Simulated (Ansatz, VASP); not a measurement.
SiC: VASP beside Ansatz

File INCAR:

```
PREC = Accurate
ENCUT = 520
EDIFF = 1E-6
ISMEAR = 0
SIGMA = 0.05
LREAL = False
LASPH = True
NELM = 60
ALGO = Normal
ISIF = 2
LWAVE = False
LCHARG = False
NBANDS = 16
```

Contents of KPOINTS:

```
regular mesh
0
Gamma
  12 12 6
```

File POSCAR:

```
SiC
1.0
    3.1125233865      0.0000000000      0.0000000000
   -1.5562616933      2.6955243226      0.0000000000
    0.0000000000      0.0000000000      4.8362388379
Si C
2 2
Direct
    0.3333333333      0.6666666667      0.0046041256
    0.6666666667      0.3333333333      0.5046041256
    0.3333333333      0.6666666667      0.3654442382
    0.6666666667      0.3333333333      0.8654442382
```

Input for Ansatz:

```yaml
crystal:
  lattice:
    - [3.1125233865, 0.0, 0.0]
    - [-1.5562616933, 2.6955243226, 0.0]
    - [0.0, 0.0, 4.8362388379]
  atoms:
    - { symbol: Si, position: [0.3333333333, 0.6666666667, 0.0046041256] }
    - { symbol: Si, position: [0.6666666667, 0.3333333333, 0.5046041256] }
    - { symbol: C, position: [0.3333333333, 0.6666666667, 0.3654442382] }
    - { symbol: C, position: [0.6666666667, 0.3333333333, 0.8654442382] }
basis:
  ecutwfc: 520.0
kpoints:
  mp_grid: { grid: [12, 12, 6] }
hamiltonian:
  xc: lda
  pseudopotentials: { kind: paw, azcp: { folder: soft_1 } }
scf:
  occupations: { method: gaussian, width: 0.05 }
output:
  forces: true
  stress: true
  eigenvalues: true
```

Alike in both runs: task single point; functional LDA; k mesh 12 × 12 × 6; occupations gaussian, width 0.05 eV; no spin polarisation.

|  | VASP | Ansatz |
| --- | --- | --- |
| version | VASP 6.6.1 | Ansatz 0.2.0 |
| potentials or method | VASP PAW LDA potentials, release 64 (Si, C), cutoff 520 eV | scalar-relativistic, plane waves, PAW |
| valence electrons in the cell | 16 | 16 |

```tsv
	VASP	Ansatz	Ansatz less VASP
gap on the k mesh at the Fermi level (eV)	1.88	1.90	+0.011
least direct gap on the mesh (eV)	3.26	3.27	+0.012
pressure (GPa)	3.9	3.5	-0.39
traceless stress, the component that is largest in VASP (GPa)	32.67	32.55	-0.117
rms of the force components (eV/Å)	1.543	1.543	-0.0001
```

Ansatz warns that its potentials were made for another functional, while VASP's fit it. LDA's correlation is that of Perdew and Zunger in VASP and of Perdew and Wang (1992) in Ansatz. Atom by atom the forces differ by 0.000 eV/Å (rms over components).
